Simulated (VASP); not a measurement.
The system is Mg.

```xyz
4
Lattice="3.3446 0.0000 0.0000 -1.6723 2.8965 0.0000 0.0000 0.0000 10.9525" Properties=species:S:1:pos:R:3 pbc="T T T"
Mg    0.0000    0.0000    0.0000
Mg    0.0000    1.9310    2.7381
Mg    0.0000    0.0000    5.4762
Mg    1.6723    0.9655    8.2144
```

```yaml
Program: VASP 6.6.1
Task: relaxation of cell and atoms
Functional: PBEsol
Potentials_or_basis: VASP PAW PBE potentials, release 64 (Mg)
Cutoff: 600 eV
k_mesh: 12 × 12 × 4
Occupations: gaussian, width 0.1 eV
Spin: no spin polarisation
```

At the start: pressure -4.4 GPa; volume 26.53 Å³/atom.

Question: How do energy, volume and symmetry change on relaxing?

Answer: Over 6 steps the energy falls by 64.0 meV/atom and the volume is 22.51 Å³/atom (-15.1 %); space group P6_3/mmc (No. 194, to 0.1 Å) before and after.

Step by step:
| step | energy change (eV) | largest force (eV/Å) | pressure (GPa) | volume (Å³) |
| --- | --- | --- | --- | --- |
| 1 | 0.0000 | 0.0000 | -4.39 | 106.11 |
| 2 | -0.2216 | 0.0000 | -1.88 | 95.32 |
| 3 | -0.2542 | 0.0000 | -0.19 | 90.58 |
| 4 | -0.2545 | 0.0000 | 0.04 | 90.01 |
| 5 | -0.2555 | 0.0000 | 0.04 | 90.02 |
| 6 | -0.2562 | 0.0000 | 0.04 | 90.03 |

Final structure:
```
Mg
1.0
     3.18937    0.00000    0.00000
    -1.59469    2.76208    0.00000
     0.00000    0.00000   10.22044
Mg
4
Direct
  0.00000 0.00000 0.00000
  0.33333 0.66667 0.25000
  0.00000 0.00000 0.50000
  0.66667 0.33333 0.75000
```

Caveat: the volume moved by over 15 % at a fixed basis, so the end points are rough; the PAW data sets were made with another functional, which shifts forces and pressure a little.
